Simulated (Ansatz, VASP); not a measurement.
## Nb2SiO2 in VASP and in Ansatz

```
Nb Si O
1.0
     2.90316    0.00000    0.00000
    -1.45158    2.51421    0.00000
     0.00000    0.00000    9.53850
Nb Si O
2 1 2
Direct
  0.00000 0.00000 0.15259
  0.00000 0.00000 0.84741
  0.66667 0.33333 0.50000
  0.00000 0.00000 0.36088
  0.00000 0.00000 0.63912
```

Alike in both runs: functional PBE; k mesh 4 × 4 × 2; occupations gaussian, width 0.15 eV; no spin polarisation.

Ansatz relaxed the structure, and its values are those at the end. VASP's run is a single point on that final structure, the one shown.

|  | VASP | Ansatz |
| --- | --- | --- |
| version | VASP 6.6.1 | Ansatz 0.2.0 |
| potentials or method | VASP PAW PBE potentials, release 64 (Nb_sv, Si, O), cutoff 600 eV | scalar-relativistic, plane waves, PAW |
| valence electrons in the cell | 42 | 42 |

VASP gave:

| Quantity | Value |
| --- | --- |
| gap on the k mesh at the Fermi level (eV) | none |
| pressure (GPa) | -0.3 |
| rms of the force components (eV/Å) | 0.011 |

Which values does Ansatz return?

gap on the k mesh at the Fermi level (eV): none; pressure (GPa): 0.0; rms of the force components (eV/Å): 0.016.

A gap of «none» marks a metal or a gap that the smearing closes.

The k mesh is coarse, so the values compare programs but aren't converged.
